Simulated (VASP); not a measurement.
# MoS2 (R3m) in VASP: notebook, part 2 of 2

VASP 6.6.1. The steps go on from the part before.

### 4 Single point, PBE+D3(BJ), collinear spin, ferromagnetic start

INCAR

```
SYSTEM = MoS2
PREC     = Accurate       ! precision mode
ENCUT    = 520            ! plane-wave cutoff, eV
EDIFF    = 1E-6           ! SCF threshold, eV
ISMEAR   = 0              ! smearing method
SIGMA    = 0.1            ! smearing width, eV
LREAL    = .FALSE.        ! projectors in reciprocal space
LASPH    = .TRUE.         ! aspherical terms in the spheres
NELM     = 150            ! most SCF steps
ALGO     = Normal         ! electronic algorithm
ISIF     = 2              ! what is computed and relaxed
LWAVE    = .FALSE.        ! write WAVECAR
LCHARG   = .FALSE.        ! write CHGCAR
ISPIN    = 2              ! spin polarisation
MAGMOM   = 1 0 0          ! initial moments
LORBIT   = 11             ! projections on sites
LMAXMIX  = 4              ! l up to which the mixer works
GGA      = PE             ! functional
IVDW     = 12             ! dispersion correction
NBANDS   = 24             ! bands
```

KPOINTS

```
Automatic mesh
0
G
  6 6 6
  0 0 0
```

POSCAR

```
MoS2
1.0
    1.5815003568      0.9130796567      6.1233300000
   -1.5815003568      0.9130796567      6.1233300000
    0.0000000000     -1.8261593134      6.1233300000
Mo S
1 2
Direct
    0.0000000000      0.0000000000      0.0000000000
    0.7484000000      0.7484000000      0.7484000000
    0.5849000000      0.5849000000      0.5849000000
```

Command:

```console
> cat potpaw_PBE.64/Mo_sv/POTCAR potpaw_PBE.64/S/POTCAR > POTCAR
> mpirun -np 1 vasp_std > vasp.out
```

Wall time 3.2 min (1 thread of Intel Xeon Platinum 8259CL at 2.50GHz (Skylake/Cascade Lake), shared host); peak memory 0.42 GiB.

Results (log left out):

| Item | Value |
| --- | --- |
| Free energy | -23.0054 eV |
| Pressure | 5.1 GPa |
| Largest force | 1.283 eV/Å |
| Band gap on the k mesh | 0.66 eV, indirect (least direct gap 1.63 eV) |
| Net moment | 0.00 μB per cell |
| Valence electrons inside the program's atomic spheres | Mo 12.58; S 3.73 |
| Dispersion energy per atom | -0.428 eV |

Forces in eV/Å, atoms in the order of the input:
```
Mo   0.000  0.000 -0.002
S    0.000  0.000  1.283
S    0.000  0.000 -1.282
```

Stress tensor (GPa, compression positive):
```
2.78 0.00 0.00
0.00 2.78 0.00
0.00 0.00 9.83
```

Levels at points of the mesh, in eV from the valence-band top:
Spin up:
```tsv
k point	band 11	band 12	band 13	band 14	band 15	band 16
(0.00, 0.00, 0.00)	-2.65	-1.33	-1.16	1.91	1.91	2.42
(0.50, 0.00, 0.00)	-2.41	-1.95	-1.62	1.40	1.89	3.43
(0.50, 0.50, 0.00)	-2.95	-2.10	-1.47	1.35	1.99	2.98
(0.50, 0.50, 0.50)	-2.63	-2.63	0.00	1.99	1.99	2.30
```
Spin down:
```csv
k point,band 11,band 12,band 13,band 14,band 15,band 16
"(0.00, 0.00, 0.00)",-2.65,-1.33,-1.16,1.91,1.91,2.42
"(0.50, 0.00, 0.00)",-2.41,-1.95,-1.62,1.40,1.89,3.43
"(0.50, 0.50, 0.00)",-2.95,-2.10,-1.47,1.35,1.99,2.98
"(0.50, 0.50, 0.50)",-2.63,-2.63,0.00,1.99,1.99,2.30
```

Caveat: forces of over 1 eV/Å act on the atoms, so gaps and moduli don't describe the material at rest.

### 5 Single point, PBE+D3(BJ)

This run uses another cell than the first one, of 17.21 Å³/atom, 0.973 times its volume.

INCAR

```
SYSTEM = MoS2
  ALGO = Normal
  EDIFF = 1E-6
  ENCUT = 520
  GGA = PE
  ISIF = 2
  ISMEAR = 0
  IVDW = 12
  LASPH = .True.
  LCHARG = .False.
  LREAL = .False.
  LWAVE = .False.
  NBANDS = 20
  NELM = 100
  PREC = Accurate
  SIGMA = 0.02
```

KPOINTS

```
k-points
0
Gamma
  12 12 12
  0 0 0
```

POSCAR

```
MoS2
1.0
    1.5764743785      0.9101779068      5.9965349959
   -1.5764743785      0.9101779068      5.9965349959
    0.0000000000     -1.8203558137      5.9965349959
Mo S
1 2
Direct
    0.0000172715      0.0000172715      0.0000172715
    0.7535591261      0.7535591261      0.7535591261
    0.5797236024      0.5797236024      0.5797236024
```

Command:

```console
> cat potpaw_PBE.64/Mo_sv/POTCAR potpaw_PBE.64/S/POTCAR > POTCAR
> mpirun -np 1 vasp_std > vasp.out
```

Wall time 9.5 min (1 thread of Intel Xeon Platinum 8259CL at 2.50GHz (Skylake/Cascade Lake), shared host); peak memory 0.44 GiB.

It converged, with:

```
Free energy                : -23.0866 eV
Pressure                   : -0.1 GPa
Largest force              : 0.015 eV/Å
Band gap on the k mesh     : 0.81 eV, indirect (least direct gap 1.77 eV)
Dispersion energy per atom : -0.440 eV
```

Forces on the atoms (eV/Å):
```
Mo   0.000  0.000  0.000
S    0.000  0.000 -0.015
S    0.000  0.000  0.015
```

Levels at points of the mesh, in eV from the valence-band top:
```
           k point  band 10  band 11  band 12  band 13  band 14  band 15  band 16  band 17
(0.00, 0.00, 0.00)    -2.28    -2.28    -1.34    -1.09     1.96     1.96     2.37     2.37
(0.50, 0.00, 0.00)    -4.03    -2.42    -1.59    -1.56     1.60     1.96     3.28     3.47
(0.50, 0.50, 0.00)    -3.92    -3.11    -1.88    -1.37     1.54     2.12     2.93     3.87
(0.50, 0.50, 0.50)    -3.40    -2.24    -2.24     0.00     2.09     2.09     2.18     2.18
```

A k mesh can miss the band edges. A hybrid or GW would open this gap; PBE tends to underestimate it.

### 6 Relaxation of cell and atoms, PBE+D3(BJ)

This run uses another cell than the first one, of 17.22 Å³/atom, 0.974 times its volume.

INCAR

```
SYSTEM = MoS2
  ALGO = Normal
  EDIFF = 1E-6
  EDIFFG = -0.005
  ENCUT = 600
  GGA = PE
  IBRION = 2
  ISIF = 3
  ISMEAR = 0
  IVDW = 12
  LASPH = .True.
  LCHARG = .False.
  LREAL = .False.
  LWAVE = .False.
  NELM = 100
  NSW = 100
  PREC = Accurate
  SIGMA = 0.02
```

KPOINTS is that of step 5.

POSCAR

```
MoS2
1.0
    1.5767623045      0.9103441409      5.9991039890
   -1.5767623045      0.9103441409      5.9991039890
    0.0000000000     -1.8206882819      5.9991039890
Mo S
1 2
Direct
    0.0000165957      0.0000165957      0.0000165957
    0.7535551427      0.7535551427      0.7535551427
    0.5797282616      0.5797282616      0.5797282616
```

Potentials or basis: VASP PAW PBE potentials, release 64 (Mo_sv, S).

Command:

```console
> cat potpaw_PBE.64/Mo_sv/POTCAR potpaw_PBE.64/S/POTCAR > POTCAR
> mpirun -np 1 vasp_std > vasp.out
```

OUTCAR:

```text
SYSTEM = MoS2
   EDIFF = 1E-6
   EDIFFG = -0.005
   ENCUT = 600
   GGA = PE
   IBRION = 2
   ISIF = 3
   ISMEAR = 0
   IVDW = 12
   LASPH = .True.
   LREAL = .False.
   NELM = 100
   NSW = 100
   PREC = Accurate
 IVDW          = 12

 ion  position               nearest neighbor table
   1  0.000  0.000  0.000-   2 2.40   2 2.40   2 2.40   3 2.40   3 2.40   3 2.40
   2  0.754  0.754  0.754-   1 2.40   1 2.40   1 2.40
   3  0.580  0.580  0.580-   1 2.40   1 2.40   1 2.40

  LATTYP: Found a trigonal (rhomboedric) cell.
 ALAT       =     6.2693025522
 COS(alpha) =     0.8734902507

  Lattice vectors:

 A1 = (   1.5767623045,   0.9103441409,   5.9991039890)
 A2 = (  -1.5767623045,   0.9103441409,   5.9991039890)
 A3 = (   0.0000000000,  -1.8206882819,   5.9991039890)

Analysis of symmetry for initial positions (statically):
=====================================================================
 Subroutine PRICEL returns:
 Original cell was already a primitive cell.

[... 253 lines left out ...]

 number of electron      25.9999999 magnetization

 Free energy of the ion-electron system (eV)
  ---------------------------------------------------
  ext. energy  EPLUGINS =         0.00000000
  ---------------------------------------------------
  free energy    TOTEN  =       -21.76587590 eV

  energy without entropy =      -21.76587590  energy(sigma->0) =      -21.76587590

 E-fermi :   8.3921     XC(G=0): -11.0576

 val. band max:        8.1002287694   @ k =   0.5000   0.5000   0.5000
 cond. band min:       8.9065803489   @ k =  -0.1667   0.1667   0.0000
 fundamental gap:      0.8063515795
 Fermi energy:         8.3921323421

 k-point     1 :       0.0000    0.0000    0.0000
  band No.  band energies     occupation
      1     -53.5067      2.00000
      2     -27.6725      2.00000
      3     -27.4312      2.00000
      4     -27.4312      2.00000
      5      -7.1010      2.00000
      6      -5.2991      2.00000
[... 457 lines left out ...]
      4     -27.5843      2.00000
      5      -4.8679      2.00000
      6      -4.6687      2.00000
[... 9 lines left out ...]
     16      10.6740      0.00000
     17      12.0072      0.00000

 [... further k-points ...]

------------------------ aborting loop because EDIFF is reached ----------------------------------------

 Edisp (eV)   -1.32143

 E8    (eV) :    -0.5329
[... 26 lines left out ...]
  FREE ENERGIE OF THE ION-ELECTRON SYSTEM (eV)
  ---------------------------------------------------
  free  energy   TOTEN  =       -23.0873047710 eV

  energy  without entropy=      -23.0873047710  energy(sigma->0) =      -23.08730477

 reached required accuracy - stopping structural energy minimisation
```

Wall time 21 min (1 thread of Intel Xeon Platinum 8259CL at 2.50GHz (Skylake/Cascade Lake), shared host); peak memory 0.49 GiB.

What came out:

- Free energy: -23.0873 eV
- Relaxed volume: 17.20 Å³/atom
- Relaxed cell: a = 6.266 Å, b = 6.266 Å, c = 6.266 Å, α = 29.14°, β = 29.14°, γ = 29.14°
- Space group after relaxing (to 0.05 Å): R3m (No. 160)
- Energy gained by relaxing: 0.0 meV/atom
- Ionic steps: 3
- Pressure after relaxing: 0.0 GPa
- Band gap on the k mesh: 0.81 eV, indirect (least direct gap 1.77 eV)
- Dispersion energy per atom: -0.440 eV

Forces on the atoms (eV/Å):
```
Mo   0.000  0.000  0.000
S    0.000  0.000  0.003
S    0.000  0.000 -0.003
```

Final structure:
```
Mo S
1.0
     1.57622    0.91003    5.99575
    -1.57622    0.91003    5.99575
     0.00000   -1.82006    5.99575
Mo S
1 2
Direct
  0.00002 0.00002 0.00002
  0.75353 0.75353 0.75353
  0.57975 0.57975 0.57975
```

Levels at points of the mesh, in eV from the valence-band top:
```tsv
k point	band 9	band 10	band 11	band 12	band 13	band 14	band 15	band 16	band 17
(0.00, 0.00, 0.00)	-3.38	-2.29	-2.29	-1.35	-1.09	1.96	1.96	2.37	2.37
(0.50, 0.00, 0.00)	-5.11	-4.04	-2.42	-1.60	-1.56	1.60	1.96	3.28	3.47
(0.50, 0.50, 0.00)	-4.76	-3.92	-3.11	-1.88	-1.37	1.54	2.12	2.93	3.87
(0.50, 0.50, 0.50)	-3.40	-3.40	-2.24	-2.24	0.00	2.09	2.09	2.19	2.19
```

### 7 Overview

```csv
task,spin,cell,k mesh,cutoff (eV),smearing,gap on the mesh (eV),pressure (GPa),relaxed volume (Å³/atom),largest force (eV/Å)
single point,"collinear, ferromagnetic start","a = 6.390 Å, angles 28.7°, 3 atoms",6 × 6 × 6,520,gaussian 0.1 eV,0.66,5.1,-,1.28
relaxation of cell and atoms,off,"relaxed from a = 6.390 Å, angles 28.7°, 3 atoms",6 × 6 × 6,600,gaussian 0.1 eV,0.82,-0.1,17.25,0.01
single point,off,"a = 6.267 Å, angles 29.1°, 3 atoms",12 × 12 × 12,520,gaussian 0.02 eV,0.81,-0.1,-,0.01
relaxation of cell and atoms,off,"relaxed from a = 6.269 Å, angles 29.1°, 3 atoms",12 × 12 × 12,600,gaussian 0.02 eV,0.81,0.0,17.20,-
```

Alike in all rows: level PBE+D3(BJ); potentials or basis VASP PAW PBE potentials, release 64 (Mo_sv, S).

Caveats: forces of over 1 eV/Å act on the atoms, so gaps and moduli don't describe the material at rest (some runs); the relaxation stopped at a loose force limit of 0.05 eV/Å, so its end isn't a converged minimum (some runs).

Total energies depend on the potentials used, so only differences within one code and one set of settings carry meaning.
